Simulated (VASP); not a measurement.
Here is a VASP 6.6.1 calculation.

The input INCAR:

```
ALGO = Normal ; EDIFF = 1E-6
ENCUT = 500 ; GGA = PS
GGA_COMPAT = F ; ISIF = 2
ISMEAR = -1 ; LASPH = T
LCHARG = F ; LREAL = F
LWAVE = F ; NBANDS = 8
NELM = 120 ; PREC = Accurate
SIGMA = 0.05
```

File KPOINTS:

```
k-points
0
Gamma
  20 20 20
```

The input POSCAR:

```
B
1.0
    1.6515030664      0.0000000000      0.0000000000
    0.0000000000      1.6515030664      0.0000000000
    0.0000000000      0.0000000000      1.6515030664
B
1
Direct
    0.0000000000      0.0000000000      0.0000000000
```

Potentials or basis: VASP PAW PBE potentials, release 64 (B).

Launch:

```console
$ cat potpaw_PBE.64/B/POTCAR > POTCAR
$ mpirun -np 1 vasp_std > vasp.out
```

(1) Estimate the pressure.

## Answers

(1) 184.1 GPa.

Caveat: the PAW data sets were made with another functional, which shifts forces and pressure a little.
